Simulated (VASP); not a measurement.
## Cu3N: single point with PBEsol

Crystal: Cu3N.

```
Cu N
1.0
     3.88167    0.00000    0.00000
     0.00000    3.88167    0.00000
     0.00000    0.00000    3.88167
Cu N
3 1
Cartesian
  1.9408 0.0000 0.0000
  0.0000 1.9408 0.0000
  0.0000 0.0000 1.9408
  0.0000 0.0000 0.0000
```

```
Program                : VASP 6.6.1
Task                   : single point
Functional             : PBEsol
Potentials or basis    : VASP PAW PBE potentials, release 64 (Cu, N)
Cutoff                 : 600 eV
k mesh                 : 5 × 5 × 5
Occupations            : fermi-dirac, width 0.05 eV
Spin                   : no spin polarisation
Dipole correction      : no
Further INCAR settings : ALGO = Normal; EDIFF = 1e-06; NBANDS = 27
```

The pressure is -9.4 GPa. The band gap on the k mesh is 1.16 eV (least direct gap 1.82 eV).

Levels at points of the mesh, in eV from the valence-band top:
| k point | band 15 | band 16 | band 17 | band 18 | band 19 | band 20 | band 21 | band 22 | band 23 | band 24 |
| --- | --- | --- | --- | --- | --- | --- | --- | --- | --- | --- |
| (0.00, 0.00, 0.00) | -1.85 | -1.37 | -1.37 | -1.37 | -1.33 | 1.16 | 5.37 | 5.37 | 6.82 | 6.82 |

It took 27 s on 1 thread of Intel Xeon 8259CL, on a shared host, peak memory 0.18 GiB.

Caveat: the cell stands under tension; the PAW data sets were made with another functional, which shifts forces and pressure a little; an odd mesh through Γ misses points on the zone boundary, where band edges can lie.
